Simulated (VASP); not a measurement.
# InAs (rocksalt type) (Fm-3m) in VASP: a series of runs, part 3 of 3

VASP 6.6.1. Earlier steps stand in the parts before.

### Step 5. Single point, r2SCAN (16.52 Å³/atom)

This run uses another cell than the first one, of 16.52 Å³/atom.

Contents of POSCAR:

```
InAs
1.0
    0.0000000000      2.5469929362      2.5469929362
    2.5469929362      0.0000000000      2.5469929362
    2.5469929362      2.5469929362      0.0000000000
In As
1 1
Direct
    0.0000000000      0.0000000000      0.0000000000
    0.5000000000      0.5000000000      0.5000000000
```

Contents of INCAR.step1:

```
PREC = Accurate
ENCUT = 550
ISMEAR = -1
SIGMA = 0.05
LREAL = False
LASPH = True
NELM = 120
NBANDS = 16
GGA = PE
ALGO = Normal
EDIFF = 1E-5
LWAVE = True
LCHARG = False
GGA_COMPAT = False
```

Contents of INCAR.step2:

```
PREC = Accurate
ENCUT = 550
EDIFF = 1E-6
ISMEAR = -1
SIGMA = 0.05
LREAL = False
LASPH = True
NELM = 120
ALGO = Normal
ISIF = 2
LWAVE = False
LCHARG = True
METAGGA = R2SCAN
LMIXTAU = True
LELF = True
LVHAR = True
NBANDS = 16
ISTART = 1
GGA_COMPAT = False
```

Contents of KPOINTS:

```
regular mesh
0
Gamma
  13 13 13
```

Potentials or basis: VASP PAW PBE potentials, release 64 (In_d, As).

Command:

```console
> cat potpaw_PBE.64/In_d/POTCAR potpaw_PBE.64/As/POTCAR > POTCAR
> cp INCAR.step1 INCAR
> mpirun -np 1 vasp_std > vasp.out
> cp INCAR.step2 INCAR
> mpirun -np 1 vasp_std > vasp.out
```

OUTCAR:

```text
PREC = Accurate
   ENCUT = 550
   EDIFF = 1E-6
   ISMEAR = -1
   LREAL = False
   LASPH = True
   NELM = 120
   ISIF = 2
   METAGGA = R2SCAN
   ISTART = 1

 ion  position               nearest neighbor table
   1  0.000  0.000  0.000-   2 2.55   2 2.55   2 2.55   2 2.55   2 2.55   2 2.55
   2  0.500  0.500  0.500-   1 2.55   1 2.55   1 2.55   1 2.55   1 2.55   1 2.55

  LATTYP: Found a face centered cubic cell.
 ALAT       =     5.0939858724

  Lattice vectors:

 A1 = (   0.0000000000,   2.5469929362,   2.5469929362)
 A2 = (   2.5469929362,   0.0000000000,   2.5469929362)
 A3 = (   2.5469929362,   2.5469929362,   0.0000000000)

Analysis of symmetry for initial positions (statically):
=====================================================================
 Subroutine PRICEL returns:
 Original cell was already a primitive cell.

 Routine SETGRP: Setting up the symmetry group for a
 face centered cubic supercell.

 Subroutine GETGRP returns: Found 48 space group operations
 (whereof 48 operations were pure point group operations)
 out of a pool of 48 trial point group operations.

The static configuration has the point symmetry O_h .

Analysis of symmetry for dynamics (positions and initial velocities):
=====================================================================
 Subroutine PRICEL returns:
 Original cell was already a primitive cell.

 Routine SETGRP: Setting up the symmetry group for a
 face centered cubic supercell.

 Subroutine GETGRP returns: Found 48 space group operations
 (whereof 48 operations were pure point group operations)
 out of a pool of 48 trial point group operations.

The dynamic configuration has the point symmetry O_h .

 Subroutine INISYM returns: Found 48 space group operations
 (whereof 48 operations are pure point group operations),
 and found     1 'primitive' translations

----------------------------------------------------------------------------------------

                                     Primitive cell

  volume of cell :      33.0456

  direct lattice vectors                    reciprocal lattice vectors
     0.000000000  2.546992936  2.546992936    -0.196309928  0.196309928  0.196309928
     2.546992936  0.000000000  2.546992936     0.196309928 -0.196309928  0.196309928
     2.546992936  2.546992936  0.000000000     0.196309928  0.196309928 -0.196309928

  length of vectors
     3.601991954  3.601991954  3.601991954     0.340018769  0.340018769  0.340018769

  position of ions in fractional coordinates (direct lattice)
     0.000000000  0.000000000  0.000000000
     0.500000000  0.500000000  0.500000000

  ion indices of the primitive-cell ions
   primitive index   ion index
                 1           1
                 2           2

----------------------------------------------------------------------------------------

 KPOINTS: regular mesh

Automatic generation of k-mesh.
 Grid dimensions read from file:
 generate k-points for:   13   13   13

 Generating k-lattice:

  Cartesian coordinates                     Fractional coordinates (reciprocal lattice)
    -0.015100764  0.015100764  0.015100764     0.076923077  0.000000000  0.000000000
     0.015100764 -0.015100764  0.015100764     0.000000000  0.076923077  0.000000000
     0.015100764  0.015100764 -0.015100764     0.000000000  0.000000000  0.076923077

  Length of vectors
     0.026155290  0.026155290  0.026155290

  Shift w.r.t. Gamma in fractional coordinates (k-lattice)
     0.000000000  0.000000000  0.000000000

 Subroutine IBZKPT returns following result:
 ===========================================

 Found     84 irreducible k-points:

 Following reciprocal coordinates:
            Coordinates               Weight
  0.000000  0.000000  0.000000      1.000000
  0.076923  0.000000  0.000000      8.000000
  0.153846  0.000000  0.000000      8.000000
  0.230769  0.000000  0.000000      8.000000
  0.307692  0.000000  0.000000      8.000000
  0.384615  0.000000  0.000000      8.000000
[... 16 lines left out ...]
  0.384615  0.153846  0.000000     24.000000
  0.461538  0.153846  0.000000     24.000000
 [... further k-points ...]
   k-points           NKPTS =     84   k-points in BZ     NKDIM =     84   number of bands    NBANDS=     16
   number of dos      NEDOS =    301   number of ions     NIONS =      2
   total plane-waves  NPLWV =  21952
   dimension x,y,z NGX =    28 NGY =   28 NGZ =   28
   dimension x,y,z NGXF=    56 NGYF=   56 NGZF=   56
   ions per type =               1   1
   NGX,Y,Z   is equivalent  to a cutoff of  12.92, 12.92, 12.92 a.u.
   NGXF,Y,Z  is equivalent  to a cutoff of  25.85, 25.85, 25.85 a.u.
 SYSTEM =  unknown system
   PREC   = accura    normal or accurate (medium, high low for compatibility)
   ISTART =      1    job   : 0-new  1-cont  2-samecut
   ICHARG =      0    charge: 1-file 2-atom 10-const
   ISPIN  =      1    spin polarized calculation?
   LNONCOLLINEAR =      F non collinear calculations
   LSORBIT =      F    spin-orbit coupling
   LASPH  =      T    aspherical Exc in radial PAW
   ENCUT  =  550.0 eV  40.42 Ry    6.36 a.u.   6.89  6.89  6.89*2*pi/ulx,y,z
   NELM   =    120;   NELMIN=  2; NELMDL=  0     # of ELM steps
   EDIFF  = 0.1E-05   stopping-criterion for ELM
   LREAL  =      F    real-space projection
   EDIFFG = 0.1E-04   stopping-criterion for IOM
   NSW    =      0    number of steps for IOM
   IBRION =     -1    ionic relax: 0-MD 1-quasi-New 2-CG
   NFREE  =      0    steps in history (QN), initial steepest desc. (CG)
   ISIF   =      2    stress and relaxation
   ISYM   =      2    0-nonsym 1-usesym 2-fastsym
   POTIM  = 0.5000    time-step for ionic-motion
   TEBEG  =    0.0;   TEEND  =   0.0 temperature during run
   PSTRESS=    0.0 pullay stress
   NELECT =      18.0000    total number of electrons
   NUPDOWN=      -1.0000    fix difference up-down
   EMIN   =  10.00;   EMAX   =-10.00  energy-range for DOS
   EFERMI =   0.00;   METHOD = LEGACY
   ISMEAR =    -1;   SIGMA  =   0.05  broadening in eV -4-tet -1-fermi 0-gaus
   EFERMI_NEDOS =   21; number of points for ismear=-14 and -15
   IALGO  =     38    algorithm
   IMIX   =      4    mixing-type and parameters
     AMIX     =   0.40;   BMIX     =  1.00
     AMIX_MAG =   1.60;   BMIX_MAG =  1.00
  volume/ion in A,a.u.               =      16.52       111.50
  Fermi-wavevector in a.u.,A,eV,Ry     =   1.336989  2.526543 24.320963  1.787540
  Thomas-Fermi vector in A             =   2.465573
   LORBIT       =      0    0 simple, 1 ext, 2 COOP (PROOUT), +10 PAW based schemes
   METAGGA = R2SCAN    functional components
   LHFCALC =     F    Hartree Fock is set to
   AEXX    =    0.0000 exact exchange contribution
   IVDW    =     0    specifies the selected vdW correction
   LEPSILON=     F    determine dielectric tensor
   LRPA    =     F    only Hartree local field effects (RPA)
 non-spin polarized calculation
  energy-cutoff  :      550.00
  volume of cell :       33.05
 maximum number of plane-waves:       980
   NGX = 13   NGY = 13   NGZ = 13

 number of electron      17.9999997 magnetization

 Free energy of the ion-electron system (eV)
  ---------------------------------------------------
  ext. energy  EPLUGINS =         0.00000000
  ---------------------------------------------------
  free energy    TOTEN  =       -36.04029262 eV

  energy without entropy =      -36.03610359  energy(sigma->0) =      -36.03819811

 E-fermi :  10.7779     XC(G=0): -12.5931

 val. band max:       10.7742127146   @ k =  -0.1538   0.0769   0.0000
 cond. band min:      10.8028814971   @ k =  -0.2308   0.2308   0.0000
 fundamental gap:      0.0286687825
 Fermi energy:        10.7779019650

 k-point     1 :       0.0000    0.0000    0.0000
  band No.  band energies     occupation
      1      -5.1398      2.00000
      2      -5.0008      2.00000
      3      -5.0008      2.00000
      4      -4.9427      2.00000
      5      -4.9427      2.00000
      6      -4.9427      2.00000
[... 8 lines left out ...]
     15      20.8879      0.00000
     16      20.8879      0.00000
[... 419 lines left out ...]
 k-point    24 :       0.4615    0.1538    0.0000
  band No.  band energies     occupation
      1      -5.4142      2.00000
      2      -5.1182      2.00000
      3      -4.9943      2.00000
      4      -4.8322      2.00000
      5      -4.7507      2.00000
      6      -1.9603      2.00000
[... 8 lines left out ...]
     15      24.9421      0.00000
     16      25.8229      0.00000

 [... further k-points ...]

------------------------ aborting loop because EDIFF is reached ----------------------------------------

  FORCE on cell =-STRESS in cart. coord.  units (eV):
  Direction    XX          YY          ZZ          XY          YZ          ZX
  --------------------------------------------------------------------------------------
  -------------------------------------------------------------------------------------
  Total       10.7712432     10.7712432     10.7712432     -0.0000000      0.0000000      0.0000000
  in kB      522.2316613    522.2316613    522.2316613     -0.0000000      0.0000000      0.0000000
  external PRESSURE =     522.2316613 kB  Pullay stress =       0.0000000 kB

 VOLUME and BASIS-vectors are now :
 -----------------------------------------------------------------------------
  energy-cutoff  :      550.00
  volume of cell :       33.05
      direct lattice vectors                 reciprocal lattice vectors
     0.000000000  2.546992936  2.546992936    -0.196309928  0.196309928  0.196309928
     2.546992936  0.000000000  2.546992936     0.196309928 -0.196309928  0.196309928
     2.546992936  2.546992936  0.000000000     0.196309928  0.196309928 -0.196309928

 POSITION                                       TOTAL-FORCE (eV/Angst)
 -----------------------------------------------------------------------------------
      0.00000      0.00000      0.00000         0.000000     -0.000000      0.000000
      2.54699      2.54699      2.54699        -0.000000      0.000000     -0.000000
 -----------------------------------------------------------------------------------
    total drift:                               -0.000000      0.000000      0.000000

  FREE ENERGIE OF THE ION-ELECTRON SYSTEM (eV)
  ---------------------------------------------------
  free  energy   TOTEN  =       -36.0402926233 eV

  energy  without entropy=      -36.0361035941  energy(sigma->0) =      -36.03819811
```

It took 2.5 min on 1 thread of AMD EPYC 7R13 (Zen 3), shared host; peak memory 0.17 GiB.

What came out:

- Free energy: -36.0403 eV
- Pressure: 52.2 GPa
- Band gap on the k mesh: zero (bands 9 and 10 overlap by 2.79 eV)

Levels at points of the mesh, in eV from the Fermi level:
```tsv
k point	band 7	band 8	band 9	band 10	band 11	band 12
(0.00, 0.00, 0.00)	-0.65	-0.65	-0.65	3.17	7.86	7.86
```

Caveat: the cell stands under pressure; the PAW data sets were made with another functional, which shifts forces and pressure a little; spin-orbit coupling is left out, which moves the levels of the heavy elements.

### Step 6. Summary

```tsv
cell	gap on the mesh (eV)	pressure (GPa)
a = 3.293 Å, angles 60.0°, 2 atoms	none	176.2
a = 3.463 Å, angles 60.0°, 2 atoms	none	93.1
a = 3.602 Å, angles 60.0°, 2 atoms	none	52.2
```

Alike in all rows: task single point; level r2SCAN; potentials or basis VASP PAW PBE potentials, release 64 (In_d, As); no spin polarisation; k mesh 13 × 13 × 13; cutoff (eV) 550; smearing fermi-dirac 0.05 eV.

Caveats: the cell stands under pressure; the PAW data sets were made with another functional, which shifts forces and pressure a little; spin-orbit coupling is left out, which moves the levels of the heavy elements.

Total energies depend on the potentials used, so only differences within one code and one set of settings carry meaning.

The gap in the log of VASP goes by the Fermi energy; the results here count the filled bands.